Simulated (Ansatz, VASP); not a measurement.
# One calculation of BaTe, two programs

```
Ba Te
1.0
     0.00000    3.43258    3.43258
     3.43258    0.00000    3.43258
     3.43258    3.43258    0.00000
Ba Te
1 1
Direct
  0.00000 0.00000 0.00000
  0.50000 0.50000 0.50000
```

Alike in both runs: task single point; functional PBE; k mesh 4 × 4 × 4; no spin polarisation.

|  | VASP | Ansatz |
| --- | --- | --- |
| version | VASP 6.6.1 | Ansatz 0.2.0 |
| potentials or method | VASP PAW PBE potentials, release 64 (Ba_sv, Te), cutoff 500 eV | plane waves, PAW |
| occupations | gaussian, width 0.01 eV | fixed |
| valence electrons in the cell | 16 | 26 |

Ansatz gave:

| Property | Result |
| --- | --- |
| pressure (GPa) | 3.0 |

Task: Estimate VASP's values.

Result: Pressure (GPa): 3.5.

VASP's potentials hold 16 valence electrons a cell and Ansatz's 26, so a difference there can come from the potentials and not from the codes.

Neither program's run includes spin-orbit coupling.
